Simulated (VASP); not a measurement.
# Al2Cu (Immm) in VASP: single point with r2SCAN

Aim: the single point of Al2Cu with r2SCAN.

Everything below comes from runs of VASP 6.6.1. Logs are shortened: lines on timing, memory, paths and dates and some standing lists are left out, and cuts for length are marked.

### Step 1. The cell of the first run

The structure is orthorhombic, space group Immm (No. 71). Conventional cell: a = 4.048 Å, b = 4.298 Å, c = 5.627 Å, α = 90.00°, β = 90.00°, γ = 90.00°. Al (site symmetry mm2) has 4 Cu at 2.48 to 2.56 Å and 6 Al at 2.77 to 2.95 Å within 3.3 Å. Cu (site symmetry mmm) has 8 Al at 2.48 to 2.56 Å within 3.3 Å.

### Step 2. Single point, r2SCAN (uniaxial strain along a: +6.0 %, then relaxed in part)

POSCAR reads:

```
Al2Cu
1.0
    3.0390979120      3.0390979120      0.0000000000
   -2.8626980572      2.8626980572      0.0000000000
    0.0000000000      0.0000000000      5.6273102253
Al Cu
4 2
Direct
    0.5000000000      0.0000000000      0.2541055783
    0.0000000000      0.5000000000      0.2458944217
    0.0000000000      0.5000000000      0.7541055783
    0.5000000000      0.0000000000      0.7458944217
    0.0000000000      0.0000000000      0.5000000000
    0.5000000000      0.5000000000      0.0000000000
```

INCAR.step1 reads:

```
SYSTEM = Al2Cu
PREC = Accurate
ENCUT = 520
ISMEAR = 0
SIGMA = 0.1
LREAL = .False.
LASPH = .True.
NELM = 80
NBANDS = 26
GGA = PE
ALGO = Normal
EDIFF = 1E-4
LWAVE = .True.
LCHARG = .False.
```

INCAR.step2 reads:

```
SYSTEM = Al2Cu
PREC = Accurate
ENCUT = 520
EDIFF = 1E-6
ISMEAR = 0
SIGMA = 0.1
LREAL = .False.
LASPH = .True.
NELM = 80
ALGO = Normal
ISIF = 2
LWAVE = .False.
LCHARG = .False.
METAGGA = R2SCAN
LMIXTAU = .True.
NBANDS = 26
ISTART = 1
```

KPOINTS reads:

```
regular mesh
0
Gamma
  10 10 6
  0 0 0
```

Potentials or basis: VASP PAW PBE potentials, release 64 (Al, Cu).

Launch:

```
> cat potpaw_PBE.64/Al/POTCAR potpaw_PBE.64/Cu/POTCAR > POTCAR
> cp INCAR.step1 INCAR
> mpirun -np 1 vasp_std > vasp.out
> cp INCAR.step2 INCAR
> mpirun -np 1 vasp_std > vasp.out
```

OUTCAR:

```text
SYSTEM = Al2Cu
   PREC = Accurate
   ENCUT = 520
   EDIFF = 1E-6
   ISMEAR = 0
   LREAL = .False.
   LASPH = .True.
   NELM = 80
   ISIF = 2
   METAGGA = R2SCAN
   ISTART = 1

 ion  position               nearest neighbor table
   1  0.500  0.000  0.254-   6 2.48   6 2.48   5 2.56   5 2.56   4 2.77   4 2.86   2 2.95   2 2.95
                             2 2.95   2 2.95
   2  0.000  0.500  0.246-   5 2.48   5 2.48   6 2.56   6 2.56   3 2.77   3 2.86   1 2.95   1 2.95
                             1 2.95   1 2.95
   3  0.000  0.500  0.754-   5 2.48   5 2.48   6 2.56   6 2.56   2 2.77   2 2.86   4 2.95   4 2.95
                             4 2.95   4 2.95
   4  0.500  0.000  0.746-   6 2.48   6 2.48   5 2.56   5 2.56   1 2.77   1 2.86   3 2.95   3 2.95
                             3 2.95   3 2.95
   5  0.000  0.000  0.500-   2 2.48   3 2.48   2 2.48   3 2.48   1 2.56   4 2.56   1 2.56   4 2.56

   6  0.500  0.500  0.000-   1 2.48   4 2.48   1 2.48   4 2.48   3 2.56   2 2.56   2 2.56   3 2.56

  LATTYP: Found a simple orthorhombic cell.
 ALAT       =     4.0484664175
 B/A-ratio  =     1.0616201399
 C/A-ratio  =     1.3899856501

  Lattice vectors:

 A1 = (   2.8626980572,  -2.8626980572,   0.0000000000)
 A2 = (   3.0390979120,   3.0390979120,   0.0000000000)
 A3 = (   0.0000000000,   0.0000000000,   5.6273102253)

Analysis of symmetry for initial positions (statically):
=====================================================================
 Subroutine PRICEL returns following result:

  LATTYP: Found a body centered orthorhombic cell.
 ALAT       =     4.0484664175
 B/A-ratio  =     1.0616201399
 C/A-ratio  =     1.3899856501

  Lattice vectors:

 A1 = (   2.9508979846,   0.0881999274,  -2.8136551126)
 A2 = (  -2.9508979846,  -0.0881999274,  -2.8136551127)
 A3 = (   0.0881999274,   2.9508979846,   2.8136551127)

   2 primitive cells build up your supercell.

 Routine SETGRP: Setting up the symmetry group for a
 simple orthorhombic supercell.

 Subroutine GETGRP returns: Found  8 space group operations
 (whereof  8 operations were pure point group operations)
 out of a pool of  8 trial point group operations.

The static configuration has the point symmetry D_2h.

Analysis of symmetry for dynamics (positions and initial velocities):
=====================================================================
 Subroutine PRICEL returns following result:

  LATTYP: Found a body centered orthorhombic cell.
 ALAT       =     4.0484664175
 B/A-ratio  =     1.0616201399
 C/A-ratio  =     1.3899856501

  Lattice vectors:

 A1 = (   2.9508979846,   0.0881999274,  -2.8136551126)
 A2 = (  -2.9508979846,  -0.0881999274,  -2.8136551127)
 A3 = (   0.0881999274,   2.9508979846,   2.8136551127)

   2 primitive cells build up your supercell.

 Routine SETGRP: Setting up the symmetry group for a
 simple orthorhombic supercell.

 Subroutine GETGRP returns: Found  8 space group operations
 (whereof  8 operations were pure point group operations)
 out of a pool of  8 trial point group operations.

The dynamic configuration has the point symmetry D_2h.

 Subroutine INISYM returns: Found  8 space group operations
 (whereof  8 operations are pure point group operations),
 and found     2 'primitive' translations

----------------------------------------------------------------------------------------

                                     Primitive cell

  volume of cell :      48.9577

  direct lattice vectors                    reciprocal lattice vectors
     2.950897985  0.088199927 -2.813655113     0.164522505  0.164522505 -0.177704793
    -2.950897985 -0.088199927 -2.813655113    -0.174660404  0.174660404 -0.177704793
     0.088199927  2.950897985  2.813655113    -0.010137900  0.339182909  0.000000000

  length of vectors
     4.078263507  4.078263507  4.078263507     0.292770051  0.304288526  0.339334382

  position of ions in fractional coordinates (direct lattice)
     0.245894422  0.745894422  0.500000000
     0.754105578  0.254105578  0.500000000
     0.500000000  0.500000000  0.000000000

  ion indices of the primitive-cell ions
   primitive index   ion index
                 1           1
                 2           4
                 3           5

----------------------------------------------------------------------------------------

 KPOINTS: regular mesh

Automatic generation of k-mesh.
 Grid dimensions read from file:
 generate k-points for:   10   10    6

 Generating k-lattice:

  Cartesian coordinates                     Fractional coordinates (reciprocal lattice)
     0.016452250  0.016452250  0.000000000     0.100000000  0.000000000  0.000000000
    -0.017466040  0.017466040  0.000000000     0.000000000  0.100000000  0.000000000
     0.000000000  0.000000000  0.029617466     0.000000000  0.000000000  0.166666667

  Length of vectors
     0.023266996  0.024700711  0.029617466

  Shift w.r.t. Gamma in fractional coordinates (k-lattice)
     0.000000000  0.000000000  0.000000000

 Subroutine IBZKPT returns following result:
 ===========================================

 Found    144 irreducible k-points:

 Following reciprocal coordinates:
            Coordinates               Weight
  0.000000  0.000000  0.000000      1.000000
  0.100000  0.000000  0.000000      2.000000
  0.200000  0.000000  0.000000      2.000000
  0.300000  0.000000  0.000000      2.000000
  0.400000  0.000000  0.000000      2.000000
  0.500000  0.000000  0.000000      1.000000
[... 16 lines left out ...]
  0.400000  0.300000  0.000000      4.000000
  0.500000  0.300000  0.000000      2.000000
 [... further k-points ...]
   k-points           NKPTS =    144   k-points in BZ     NKDIM =    144   number of bands    NBANDS=     26
   number of dos      NEDOS =    301   number of ions     NIONS =      6
   total plane-waves  NPLWV =  40320
   dimension x,y,z NGX =    32 NGY =   30 NGZ =   42
   dimension x,y,z NGXF=    64 NGYF=   60 NGZF=   84
   ions per type =               4   2
   NGX,Y,Z   is equivalent  to a cutoff of  12.38, 12.32, 12.41 a.u.
   NGXF,Y,Z  is equivalent  to a cutoff of  24.76, 24.64, 24.82 a.u.
 SYSTEM =  Al2Cu
   PREC   = accura    normal or accurate (medium, high low for compatibility)
   ISTART =      1    job   : 0-new  1-cont  2-samecut
   ICHARG =      0    charge: 1-file 2-atom 10-const
   ISPIN  =      1    spin polarized calculation?
   LNONCOLLINEAR =      F non collinear calculations
   LSORBIT =      F    spin-orbit coupling
   LASPH  =      T    aspherical Exc in radial PAW
   ENCUT  =  520.0 eV  38.22 Ry    6.18 a.u.   7.99  7.53 10.46*2*pi/ulx,y,z
   NELM   =     80;   NELMIN=  2; NELMDL=  0     # of ELM steps
   EDIFF  = 0.1E-05   stopping-criterion for ELM
   LREAL  =      F    real-space projection
   EDIFFG = 0.1E-04   stopping-criterion for IOM
   NSW    =      0    number of steps for IOM
   IBRION =     -1    ionic relax: 0-MD 1-quasi-New 2-CG
   NFREE  =      0    steps in history (QN), initial steepest desc. (CG)
   ISIF   =      2    stress and relaxation
   ISYM   =      2    0-nonsym 1-usesym 2-fastsym
   POTIM  = 0.5000    time-step for ionic-motion
   TEBEG  =    0.0;   TEEND  =   0.0 temperature during run
   PSTRESS=    0.0 pullay stress
   NELECT =      34.0000    total number of electrons
   NUPDOWN=      -1.0000    fix difference up-down
   EMIN   =  10.00;   EMAX   =-10.00  energy-range for DOS
   EFERMI =   0.00;   METHOD = LEGACY
   ISMEAR =     0;   SIGMA  =   0.10  broadening in eV -4-tet -1-fermi 0-gaus
   EFERMI_NEDOS =   21; number of points for ismear=-14 and -15
   IALGO  =     38    algorithm
   IMIX   =      4    mixing-type and parameters
     AMIX     =   0.40;   BMIX     =  1.00
     AMIX_MAG =   1.60;   BMIX_MAG =  1.00
  volume/ion in A,a.u.               =      16.32       110.13
  Fermi-wavevector in a.u.,A,eV,Ry     =   1.150670  2.174451 18.014676  1.324041
  Thomas-Fermi vector in A             =   2.287332
   LORBIT       =      0    0 simple, 1 ext, 2 COOP (PROOUT), +10 PAW based schemes
   METAGGA = R2SCAN    functional components
   LHFCALC =     F    Hartree Fock is set to
   AEXX    =    0.0000 exact exchange contribution
   IVDW    =     0    specifies the selected vdW correction
   LEPSILON=     F    determine dielectric tensor
   LRPA    =     F    only Hartree local field effects (RPA)
 non-spin polarized calculation
 Gauss-broadening in eV      SIGMA  =   0.10
  energy-cutoff  :      520.00
  volume of cell :       97.92
 maximum number of plane-waves:      2688
 NGX is ok and might be reduce to    32
   NGX = 15   NGY = 15   NGZ = 21

 number of electron      34.0000005 magnetization

 Free energy of the ion-electron system (eV)
  ---------------------------------------------------
  ext. energy  EPLUGINS =         0.00000000
  ---------------------------------------------------
  free energy    TOTEN  =       -49.66664404 eV

  energy without entropy =      -49.65832841  energy(sigma->0) =      -49.66248622

 E-fermi :   6.6802     XC(G=0): -11.0588

 val. band max:        6.6745404572   @ k =   0.2000   0.3000   0.1667
 cond. band min:       6.6908853890   @ k =   0.5000   0.0000   0.3333
 fundamental gap:      0.0163449318
 Fermi energy:         6.6802243103

 k-point     1 :       0.0000    0.0000    0.0000
  band No.  band energies     occupation
      1      -3.8818      2.00000
      2       0.7511      2.00000
      3       0.7533      2.00000
      4       1.3652      2.00000
      5       2.0484      2.00000
      6       2.0839      2.00000
[... 18 lines left out ...]
     25      13.4180      0.00000
     26      13.7764      0.00000

 k-point     2 :       0.1000    0.0000    0.0000
  band No.  band energies     occupation
      1      -3.7973      2.00000
      2       0.7986      2.00000
      3       0.7988      2.00000
      4       1.2887      2.00000
      5       2.0564      2.00000
      6       2.0605      2.00000
[... 18 lines left out ...]
     25      12.5481      0.00000
[... 608 lines left out ...]
     25      14.6320      0.00000
     26      15.9240      0.00000

 k-point    24 :       0.5000    0.3000    0.0000
  band No.  band energies     occupation
      1      -1.0064      2.00000
      2      -1.0064      2.00000
      3       1.5645      2.00000
      4       1.5645      2.00000
      5       1.8762      2.00000
      6       1.8762      2.00000
[... 18 lines left out ...]
     25      16.0251      0.00000
     26      16.0251      0.00000

 [... further k-points ...]

------------------------ aborting loop because EDIFF is reached ----------------------------------------

  FORCE on cell =-STRESS in cart. coord.  units (eV):
  Direction    XX          YY          ZZ          XY          YZ          ZX
  --------------------------------------------------------------------------------------
  -------------------------------------------------------------------------------------
  Total       -3.1942567     -3.1942567     -0.0820414     -3.1335560      0.0000000      0.0000000
  in kB      -52.2672085    -52.2672085     -1.3424323    -51.2739711      0.0000000      0.0000000
  external PRESSURE =     -35.2922831 kB  Pullay stress =       0.0000000 kB

 VOLUME and BASIS-vectors are now :
 -----------------------------------------------------------------------------
  energy-cutoff  :      520.00
  volume of cell :       97.92
      direct lattice vectors                 reciprocal lattice vectors
     3.039097912  3.039097912  0.000000000     0.164522505  0.164522505  0.000000000
    -2.862698057  2.862698057  0.000000000    -0.174660404  0.174660404  0.000000000
     0.000000000  0.000000000  5.627310225     0.000000000  0.000000000  0.177704793

 POSITION                                       TOTAL-FORCE (eV/Angst)
 -----------------------------------------------------------------------------------
      1.51955      1.51955      1.42993        -0.000000     -0.000000      0.001785
     -1.43135      1.43135      1.38372        -0.000000     -0.000000     -0.001785
     -1.43135      1.43135      4.24359        -0.000000     -0.000000      0.001785
      1.51955      1.51955      4.19738        -0.000000     -0.000000     -0.001785
      0.00000      0.00000      2.81366         0.000000     -0.000000      0.000000
      0.08820      2.95090      0.00000         0.000000      0.000000      0.000000
 -----------------------------------------------------------------------------------
    total drift:                                0.000000     -0.000000     -0.000000

  FREE ENERGIE OF THE ION-ELECTRON SYSTEM (eV)
  ---------------------------------------------------
  free  energy   TOTEN  =       -49.6666440415 eV

  energy  without entropy=      -49.6583284066  energy(sigma->0) =      -49.66248622
```

Wall time 28 min (1 thread of AMD EPYC 7R43 (Zen 3), shared host); peak memory 0.38 GiB.

Results:

```
Free energy            : -49.6666 eV
Pressure               : -3.5 GPa
Band gap on the k mesh : zero (band 17 reaches 8.47 eV, above the bottom of band 18 at 4.24 eV)
```

Levels at points of the mesh, in eV from the Fermi level:
| k point | band 13 | band 14 | band 15 | band 16 | band 17 | band 18 | band 19 | band 20 | band 21 | band 22 |
| --- | --- | --- | --- | --- | --- | --- | --- | --- | --- | --- |
| (0.00, 0.00, 0.00) | -3.71 | -2.68 | -1.84 | -0.13 | 1.79 | 2.56 | 2.57 | 2.80 | 3.04 | 3.28 |
| (0.50, 0.00, 0.00) | -2.93 | -2.93 | -2.60 | -2.60 | 0.39 | 0.39 | 2.73 | 2.73 | 5.06 | 5.06 |
| (0.00, 0.50, 0.00) | -2.86 | -2.86 | -2.42 | -2.42 | -0.15 | -0.15 | 1.77 | 1.77 | 4.44 | 4.44 |
| (0.50, 0.50, 0.00) | -3.82 | -3.82 | -2.13 | -2.13 | -1.77 | -1.77 | 0.63 | 0.63 | 1.89 | 1.89 |
| (0.00, 0.00, 0.50) | -1.04 | -1.04 | -0.29 | -0.29 | -0.15 | -0.15 | 0.70 | 0.70 | 2.98 | 2.98 |
| (0.50, 0.00, 0.50) | -3.92 | -3.92 | 0.74 | 0.74 | 0.86 | 0.86 | 3.15 | 3.15 | 3.33 | 3.33 |
| (0.00, 0.50, 0.50) | -3.97 | -3.97 | 0.12 | 0.12 | 0.71 | 0.71 | 2.55 | 2.55 | 2.71 | 2.71 |
| (0.50, 0.50, 0.50) | -3.67 | -3.67 | -3.64 | -3.64 | -2.44 | -2.44 | 4.63 | 4.63 | 4.73 | 4.73 |

Caveat: the cell differs from its parent crystal (uniaxial strain along a: +6.0 %, then relaxed in part); the PAW data sets were made with another functional, which shifts forces and pressure a little.
